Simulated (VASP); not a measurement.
# WS2 (R3m) in VASP: further runs

The runs below take WS2 through single point, with PBEsol.

Program: VASP 6.6.1. These are calculated values, not measurements. Logs are shortened: lines on timing, memory, paths and dates and some standing lists are left out, and cuts for length are marked.

### 1 The cell of the first run

Symmetry: R3m, No. 160, trigonal system. The conventional cell has a = 3.201 Å, b = 3.201 Å, c = 17.994 Å, α = 90.00°, β = 90.00°, γ = 120.00°. W (site symmetry 3m) has 6 S at 2.38 to 2.41 Å and 6 W at 3.20 Å within 3.3 Å. S (site symmetry 3m) has 3 W at 2.38 Å and 7 S at 3.05 to 3.20 Å within 3.3 Å. S (site symmetry 3m) has 3 W at 2.41 Å and 7 S at 3.05 to 3.20 Å within 3.3 Å.

### 2 Single point, PBEsol

INCAR

```
SYSTEM = WS2
ALGO = Normal
EDIFF = 1E-7
ENCUT = 520
GGA = PS
ISIF = 2
ISMEAR = 0
LASPH = .True.
LCHARG = .True.
LELF = .True.
LREAL = .False.
LVHAR = .True.
LWAVE = .False.
NBANDS = 20
NELM = 60
PREC = Accurate
SIGMA = 0.05
```

KPOINTS

```
k-points
0
Gamma
  12 12 12
  0 0 0
```

POSCAR

```
WS2
1.0
    1.6006332147      0.9241260174      5.9978588841
   -1.6006332147      0.9241260174      5.9978588841
    0.0000000000     -1.8482520348      5.9978588841
W S
1 2
Direct
    0.0000000000      0.0000000000      0.0000000000
    0.7503000000      0.7503000000      0.7503000000
    0.5810000000      0.5810000000      0.5810000000
```

Potentials or basis: VASP PAW PBE potentials, release 64 (W_sv, S).

The run is started by

```sh
> cat potpaw_PBE.64/W_sv/POTCAR potpaw_PBE.64/S/POTCAR > POTCAR
> mpirun -np 1 vasp_std > vasp.out
```

OUTCAR:

```text
SYSTEM = WS2
   EDIFF = 1E-7
   ENCUT = 520
   GGA = PS
   ISIF = 2
   ISMEAR = 0
   LASPH = .True.
   LREAL = .False.
   NELM = 60
   PREC = Accurate

 ion  position               nearest neighbor table
   1  0.000  0.000  0.000-   2 2.38   2 2.38   2 2.38   3 2.41   3 2.41   3 2.41
   2  0.750  0.750  0.750-   1 2.38   1 2.38   1 2.38
   3  0.581  0.581  0.581-   1 2.41   1 2.41   1 2.41

  LATTYP: Found a trigonal (rhomboedric) cell.
 ALAT       =     6.2761729404
 COS(alpha) =     0.8699160125

  Lattice vectors:

 A1 = (   1.6006332147,   0.9241260174,   5.9978588841)
 A2 = (  -1.6006332147,   0.9241260174,   5.9978588841)
 A3 = (   0.0000000000,  -1.8482520348,   5.9978588841)

Analysis of symmetry for initial positions (statically):
=====================================================================
 Subroutine PRICEL returns:
 Original cell was already a primitive cell.

 Routine SETGRP: Setting up the symmetry group for a
 trigonal (rhombohedral) supercell.

 Subroutine GETGRP returns: Found  6 space group operations
 (whereof  6 operations were pure point group operations)
 out of a pool of 12 trial point group operations.

The static configuration has the point symmetry C_3v.

Analysis of symmetry for dynamics (positions and initial velocities):
=====================================================================
 Subroutine PRICEL returns:
 Original cell was already a primitive cell.

 Routine SETGRP: Setting up the symmetry group for a
 trigonal (rhombohedral) supercell.

 Subroutine GETGRP returns: Found  6 space group operations
 (whereof  6 operations were pure point group operations)
 out of a pool of 12 trial point group operations.

The dynamic configuration has the point symmetry C_3v.

 Subroutine INISYM returns: Found  6 space group operations
 (whereof  6 operations are pure point group operations),
 and found     1 'primitive' translations

----------------------------------------------------------------------------------------

                                     Primitive cell

  volume of cell :      53.2317

  direct lattice vectors                    reciprocal lattice vectors
     1.600633215  0.924126017  5.997858884     0.312376374  0.180350584  0.055575388
    -1.600633215  0.924126017  5.997858884    -0.312376374  0.180350584  0.055575388
     0.000000000 -1.848252035  5.997858884     0.000000000 -0.360701167  0.055575388

  length of vectors
     6.276172940  6.276172940  6.276172940     0.364957471  0.364957471  0.364957471

  position of ions in fractional coordinates (direct lattice)
     0.000000000  0.000000000  0.000000000
     0.750300000  0.750300000  0.750300000
     0.581000000  0.581000000  0.581000000

  ion indices of the primitive-cell ions
   primitive index   ion index
                 1           1
                 2           2
                 3           3

----------------------------------------------------------------------------------------

 KPOINTS: k-points

Automatic generation of k-mesh.
 Grid dimensions read from file:
 generate k-points for:   12   12   12

 Generating k-lattice:

  Cartesian coordinates                     Fractional coordinates (reciprocal lattice)
     0.026031365  0.015029215  0.004631282     0.083333333  0.000000000  0.000000000
    -0.026031365  0.015029215  0.004631282     0.000000000  0.083333333  0.000000000
     0.000000000 -0.030058431  0.004631282     0.000000000  0.000000000  0.083333333

  Length of vectors
     0.030413123  0.030413123  0.030413123

  Shift w.r.t. Gamma in fractional coordinates (k-lattice)
     0.000000000  0.000000000  0.000000000

 Subroutine IBZKPT returns following result:
 ===========================================

 Found    189 irreducible k-points:

 Following reciprocal coordinates:
            Coordinates               Weight
  0.000000  0.000000  0.000000      1.000000
  0.083333  0.000000 -0.000000      6.000000
  0.166667 -0.000000 -0.000000      6.000000
  0.250000  0.000000  0.000000      6.000000
  0.333333  0.000000 -0.000000      6.000000
  0.416667  0.000000  0.000000      6.000000
[... 16 lines left out ...]
  0.500000  0.166667  0.000000     12.000000
 -0.416667  0.166667  0.000000     12.000000
 [... further k-points ...]
   k-points           NKPTS =    189   k-points in BZ     NKDIM =    189   number of bands    NBANDS=     20
   number of dos      NEDOS =    301   number of ions     NIONS =      3
   total plane-waves  NPLWV = 110592
   dimension x,y,z NGX =    48 NGY =   48 NGZ =   48
   dimension x,y,z NGXF=    96 NGYF=   96 NGZF=   96
   ions per type =               1   2
   NGX,Y,Z   is equivalent  to a cutoff of  12.71, 12.71, 12.71 a.u.
   NGXF,Y,Z  is equivalent  to a cutoff of  25.43, 25.43, 25.43 a.u.
 SYSTEM =  WS2
   PREC   = accura    normal or accurate (medium, high low for compatibility)
   ISTART =      0    job   : 0-new  1-cont  2-samecut
   ICHARG =      2    charge: 1-file 2-atom 10-const
   ISPIN  =      1    spin polarized calculation?
   LNONCOLLINEAR =      F non collinear calculations
   LSORBIT =      F    spin-orbit coupling
   LASPH  =      T    aspherical Exc in radial PAW
   ENCUT  =  520.0 eV  38.22 Ry    6.18 a.u.  11.67 11.67 11.67*2*pi/ulx,y,z
   NELM   =     60;   NELMIN=  2; NELMDL= -5     # of ELM steps
   EDIFF  = 0.1E-06   stopping-criterion for ELM
   LREAL  =      F    real-space projection
   EDIFFG = 0.1E-05   stopping-criterion for IOM
   NSW    =      0    number of steps for IOM
   IBRION =     -1    ionic relax: 0-MD 1-quasi-New 2-CG
   NFREE  =      0    steps in history (QN), initial steepest desc. (CG)
   ISIF   =      2    stress and relaxation
   ISYM   =      2    0-nonsym 1-usesym 2-fastsym
   POTIM  = 0.5000    time-step for ionic-motion
   TEBEG  =    0.0;   TEEND  =   0.0 temperature during run
   PSTRESS=    0.0 pullay stress
   NELECT =      26.0000    total number of electrons
   NUPDOWN=      -1.0000    fix difference up-down
   EMIN   =  10.00;   EMAX   =-10.00  energy-range for DOS
   EFERMI =   0.00;   METHOD = LEGACY
   ISMEAR =     0;   SIGMA  =   0.05  broadening in eV -4-tet -1-fermi 0-gaus
   EFERMI_NEDOS =   21; number of points for ismear=-14 and -15
   IALGO  =     38    algorithm
   IMIX   =      4    mixing-type and parameters
     AMIX     =   0.40;   BMIX     =  1.00
     AMIX_MAG =   1.60;   BMIX_MAG =  1.00
  volume/ion in A,a.u.               =      17.74       119.74
  Fermi-wavevector in a.u.,A,eV,Ry     =   1.289266  2.436359 22.615688  1.662206
  Thomas-Fermi vector in A             =   2.421169
   LORBIT       =      0    0 simple, 1 ext, 2 COOP (PROOUT), +10 PAW based schemes
   GGA     = PS    functional components
   LHFCALC =     F    Hartree Fock is set to
   AEXX    =    0.0000 exact exchange contribution
   IVDW    =     0    specifies the selected vdW correction
   LEPSILON=     F    determine dielectric tensor
   LRPA    =     F    only Hartree local field effects (RPA)
 non-spin polarized calculation
 Gauss-broadening in eV      SIGMA  =   0.05
  energy-cutoff  :      520.00
  volume of cell :       53.23
 maximum number of plane-waves:      1449
   NGX = 23   NGY = 23   NGZ = 23

 number of electron      25.9999999 magnetization

 Free energy of the ion-electron system (eV)
  ---------------------------------------------------
  ext. energy  EPLUGINS =         0.00000000
  ---------------------------------------------------
  free energy    TOTEN  =       -25.22049948 eV

  energy without entropy =      -25.22049948  energy(sigma->0) =      -25.22049948

 E-fermi :   8.0655     XC(G=0): -11.1246

 val. band max:        7.6779970360   @ k =   0.5000   0.5000   0.5000
 cond. band min:       8.3171575439   @ k =  -0.1667   0.5000   0.1667
 fundamental gap:      0.6391605079
 Fermi energy:         8.0654583743

 k-point     1 :       0.0000    0.0000    0.0000
  band No.  band energies     occupation
      1     -67.2085      2.00000
      2     -31.4569      2.00000
      3     -31.3311      2.00000
      4     -31.3311      2.00000
      5      -8.2585      2.00000
      6      -6.0639      2.00000
[... 12 lines left out ...]
     19      14.9428      0.00000
     20      16.0527      0.00000

 k-point     2 :       0.0833    0.0000   -0.0000
  band No.  band energies     occupation
      1     -67.2075      2.00000
      2     -31.4529      2.00000
      3     -31.3533      2.00000
      4     -31.3362      2.00000
      5      -8.1423      2.00000
      6      -6.0379      2.00000
[... 12 lines left out ...]
     19      15.4051      0.00000
     20      16.0820      0.00000

 k-point     3 :       0.1667   -0.0000   -0.0000
  band No.  band energies     occupation
      1     -67.2046      2.00000
      2     -31.4420      2.00000
      3     -31.4135      2.00000
      4     -31.3502      2.00000
      5      -7.8109      2.00000
      6      -5.9633      2.00000
[... 12 lines left out ...]
     19      15.6888      0.00000
     20      16.3461      0.00000

 k-point     4 :       0.2500    0.0000    0.0000
  band No.  band energies     occupation
      1     -67.2007      2.00000
      2     -31.4947      2.00000
      3     -31.4269      2.00000
      4     -31.3693      2.00000
      5      -7.3171      2.00000
      6      -5.8524      2.00000
[... 12 lines left out ...]
     19      15.4470      0.00000
     20      15.9846      0.00000

 k-point     5 :       0.3333    0.0000   -0.0000
  band No.  band energies     occupation
      1     -67.1968      2.00000
      2     -31.5748      2.00000
      3     -31.4119      2.00000
      4     -31.3883      2.00000
      5      -6.7566      2.00000
      6      -5.7296      2.00000
[... 12 lines left out ...]
     19      14.6911      0.00000
     20      15.2215      0.00000
[... 353 lines left out ...]
      6      -5.8393      2.00000
[... 12 lines left out ...]
     19      15.4552      0.00000
     20      16.0685      0.00000

 k-point    22 :       0.4167    0.1667   -0.0000
  band No.  band energies     occupation
      1     -67.1953      2.00000
      2     -31.5748      2.00000
      3     -31.4252      2.00000
      4     -31.4064      2.00000
      5      -6.5062      2.00000
      6      -5.7118      2.00000
[... 12 lines left out ...]
     19      15.3141      0.00000
     20      15.7945      0.00000

 k-point    23 :       0.5000    0.1667    0.0000
  band No.  band energies     occupation
      1     -67.1928      2.00000
      2     -31.6137      2.00000
      3     -31.4488      2.00000
      4     -31.3968      2.00000
      5      -6.0882      2.00000
      6      -5.5989      2.00000
[... 12 lines left out ...]
     19      15.3454      0.00000
     20      15.7115      0.00000

 k-point    24 :      -0.4167    0.1667    0.0000
  band No.  band energies     occupation
      1     -67.1919      2.00000
      2     -31.6277      2.00000
      3     -31.4576      2.00000
      4     -31.3933      2.00000
      5      -5.9316      2.00000
      6      -5.5433      2.00000
[... 12 lines left out ...]
     19      15.5668      0.00000
     20      15.7062      0.00000

 [... further k-points ...]

------------------------ aborting loop because EDIFF is reached ----------------------------------------

  FORCE on cell =-STRESS in cart. coord.  units (eV):
  Direction    XX          YY          ZZ          XY          YZ          ZX
  --------------------------------------------------------------------------------------
  -------------------------------------------------------------------------------------
  Total       -0.9493288     -0.9493288      1.8250801      0.0000000      0.0000000      0.0000000
  in kB      -28.5730577    -28.5730577     54.9315694      0.0000000      0.0000000      0.0000000
  external PRESSURE =      -0.7381820 kB  Pullay stress =       0.0000000 kB

 VOLUME and BASIS-vectors are now :
 -----------------------------------------------------------------------------
  energy-cutoff  :      520.00
  volume of cell :       53.23
      direct lattice vectors                 reciprocal lattice vectors
     1.600633215  0.924126017  5.997858884     0.312376374  0.180350584  0.055575388
    -1.600633215  0.924126017  5.997858884    -0.312376374  0.180350584  0.055575388
     0.000000000 -1.848252035  5.997858884     0.000000000 -0.360701167  0.055575388

 POSITION                                       TOTAL-FORCE (eV/Angst)
 -----------------------------------------------------------------------------------
      0.00000      0.00000      0.00000         0.000000      0.000000     -0.597375
      0.00000      0.00000     13.50058         0.000000      0.000000      0.776969
      0.00000      0.00000     10.45427         0.000000     -0.000000     -0.179594
 -----------------------------------------------------------------------------------
    total drift:                                0.000000     -0.000000     -0.000092

  FREE ENERGIE OF THE ION-ELECTRON SYSTEM (eV)
  ---------------------------------------------------
  free  energy   TOTEN  =       -25.2204994832 eV

  energy  without entropy=      -25.2204994832  energy(sigma->0) =      -25.22049948
```

Run time: 19 min. Hardware: 1 thread of AMD EPYC, shared host; peak memory 0.4 GiB.

Results:

```
Free energy            : -25.2205 eV
Pressure               : -0.1 GPa
Largest force          : 0.777 eV/Å
Band gap on the k mesh : 0.64 eV (least direct gap 1.64 eV)
```

Forces on the atoms (eV/Å):
```
W    0.000  0.000 -0.597
S    0.000  0.000  0.777
S    0.000  0.000 -0.180
```

Stress tensor (GPa, compression positive):
```
-2.86  0.00  0.00
 0.00 -2.86  0.00
 0.00  0.00  5.49
```

Caveat: the PAW data sets were made with another functional, which shifts forces and pressure a little; spin-orbit coupling is left out, which moves the levels of the heavy elements. A k mesh can miss the band edges.

(Part 1 of 2 ends here.)
